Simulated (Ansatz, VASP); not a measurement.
# One calculation of Ge, two programs

Contents of INCAR:

```
SYSTEM = Ge
PREC     = Accurate       ! precision mode
ENCUT    = 520            ! plane-wave cutoff, eV
EDIFF    = 1E-6           ! SCF threshold, eV
ISMEAR   = -1             ! smearing method
SIGMA    = 0.1            ! smearing width, eV
LREAL    = .FALSE.        ! projectors in reciprocal space
LASPH    = .TRUE.         ! aspherical terms in the spheres
NELM     = 60             ! most SCF steps
ALGO     = Normal         ! electronic algorithm
ISIF     = 2              ! what is computed and relaxed
LWAVE    = .FALSE.        ! write WAVECAR
LCHARG   = .TRUE.         ! write CHGCAR
LELF     = .TRUE.         ! ELF
LVHAR    = .TRUE.       
NBANDS   = 28             ! bands
```

File KPOINTS:

```
Automatic mesh
0
G
  9 9 13
  0 0 0
```

File POSCAR:

```
Ge
1.0
    4.9193598049      0.0000000000      0.0000000000
   -2.4596799024      4.2602905614      0.0000000000
    0.0000000000      0.0000000000      2.7795041388
Ge
3
Direct
    1.0000000000      0.0000000000      1.0000000000
    0.3333333333      0.6666666667      0.5000000000
    0.6666666667      0.3333333333      0.5000000000
```

Input for Ansatz:

```yaml
crystal:
  lattice:
    - [4.9193598049, 0.0, 0.0]
    - [-2.4596799024, 4.2602905614, 0.0]
    - [0.0, 0.0, 2.7795041388]
  atoms:
    - { symbol: Ge, position: [1.0, 0.0, 1.0] }
    - { symbol: Ge, position: [0.3333333333, 0.6666666667, 0.5] }
    - { symbol: Ge, position: [0.6666666667, 0.3333333333, 0.5] }
hamiltonian:
  xc: lda
  pseudopotentials:
    kind: paw
    azcp:
      Ge: "pseudopotentials/Ge.paw.azcp"
basis:
  ecutwfc: 420
  fft_grid_basis: typed
kpoints:
  mp_grid: { grid: [9, 9, 13], shift: [0, 0, 0] }
magnetization:
  spin_polarized: false
scf:
  occupations: { method: fermi_dirac, width: 0.1 }
  lower_state_search: "off"
output:
  stress: true
```

Alike in both runs: task single point; functional LDA; k mesh 9 × 9 × 13; occupations fermi-dirac, width 0.1 eV; no spin polarisation.

|  | VASP | Ansatz |
| --- | --- | --- |
| version | VASP 6.6.1 | Ansatz 0.2.0 |
| potentials or method | VASP PAW LDA potentials, release 64 (Ge_d), cutoff 520 eV | plane waves (420 eV) with PAW, scalar-relativistic |
| valence electrons in the cell | 42 | 42 |

Ansatz gave:

* pressure (GPa): -5.1
* traceless stress, the component that is largest in VASP (GPa): 2.90

Which values does VASP return?

Pressure (GPa): -5.2; traceless stress, the component that is largest in VASP (GPa): 2.90.

Ansatz warns that its potentials were made for another functional, while VASP's fit it. LDA's correlation is that of Perdew and Zunger in VASP and of Perdew and Wang (1992) in Ansatz.
